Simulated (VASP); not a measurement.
Crystal: TiAl3 (sol).

```
Ti Al
1.0
     2.83968    0.00000    0.00000
     0.00000    4.68126    0.00000
     0.00000    0.00000    4.90074
Ti Al
1 3
Direct
  0.00000 0.50000 0.16592
  0.50000 0.50000 0.66727
  0.50000 0.00000 0.33091
  0.00000 0.00000 0.83590
```

* Program: VASP 6.6.1
* Task: relaxation of cell and atoms
* Functional: PBEsol
* Potentials or basis: VASP PAW PBE potentials, release 64 (Ti_sv, Al)
* Cutoff: 600 eV
* k mesh: 14 × 10 × 10
* Occupations: gaussian, width 0.1 eV
* Spin: no spin polarisation

At the start: pressure -2.4 GPa; volume 16.29 Å³/atom.

Question: How do energy, volume and symmetry change on relaxing?

Answer: Over 17 steps the energy falls by 4.5 meV/atom and the volume is 15.90 Å³/atom (-2.4 %); space group Pmm2 (No. 25, to 0.05 Å).

Step by step:
```
step  energy change (eV)  largest force (eV/Å)  pressure (GPa)  volume (Å³)
   1              0.0000                0.0473           -2.37        65.15
   2             -0.0133                0.0519            1.16        62.90
   3             -0.0150                0.0439            0.30        63.45
   4             -0.0150                0.0433            0.21        63.49
   5             -0.0166                0.0481            0.06        63.57
   6             -0.0170                0.0526           -0.03        63.63
   7             -0.0173                0.0378           -0.01        63.62
   8             -0.0176                0.0254            0.02        63.60
   9             -0.0176                0.0258            0.10        63.56
  10             -0.0177                0.0251            0.07        63.58
  11             -0.0179                0.0086           -0.07        63.68
  12             -0.0179                0.0089           -0.03        63.68
  13             -0.0179                0.0027           -0.04        63.63
  14             -0.0179                0.0038           -0.02        63.62
  15             -0.0179                0.0017            0.05        63.57
  16             -0.0179                0.0031            0.01        63.61
  17             -0.0179                0.0016            0.00        63.61
```

Final structure:
```
CELL_PARAMETERS angstrom
2.78216 0.00000 0.00000
0.00000 4.67193 0.00000
0.00000 0.00000 4.89375
ATOMIC_POSITIONS crystal
Ti 0.00000 0.50000 0.16321
Al 0.50000 0.50000 0.66409
Al 0.50000 0.00000 0.33309
Al 0.00000 0.00000 0.83960
```

Caveat: the PAW data sets were made with another functional, which shifts forces and pressure a little.
